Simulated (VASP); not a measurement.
Si, 1 atom in the cell. It takes space group P6/mmm (No. 191, hexagonal). The conventional cell has a = 2.621 Å, b = 2.621 Å, c = 2.466 Å, α = 90.00°, β = 90.00°, γ = 120.00°. Si (site symmetry 6/mmm) has 8 Si at 2.47 to 2.62 Å within 3.3 Å. 

* Program: VASP 6.6.1
* Task: single point
* Functional: PBEsol
* Potentials or basis: VASP PAW PBE potentials, release 64 (Si)
* Cutoff: 500 eV
* k mesh: 9 × 9 × 8
* Occupations: gaussian, width 0.1 eV
* Spin: no spin polarisation
* Dipole correction: no
* Further INCAR settings: ALGO = Normal; EDIFF = 1e-06; NBANDS = 8

Potentials or basis: VASP PAW PBE potentials, release 64 (Si).

Launch:

```sh
$ cat potpaw_PBE.64/Si/POTCAR > POTCAR
$ mpirun -np 1 vasp_std > vasp.out
```

Hardware: 1 thread of Intel Xeon 8259CL (shared host).

Task: How long does it take, and how much memory?

Result: Wall time 6.5 s on 1 thread of Intel Xeon 8259CL, with other jobs on the host, peak memory 0.12 GiB. Counts: scf iterations 9, k points 60.
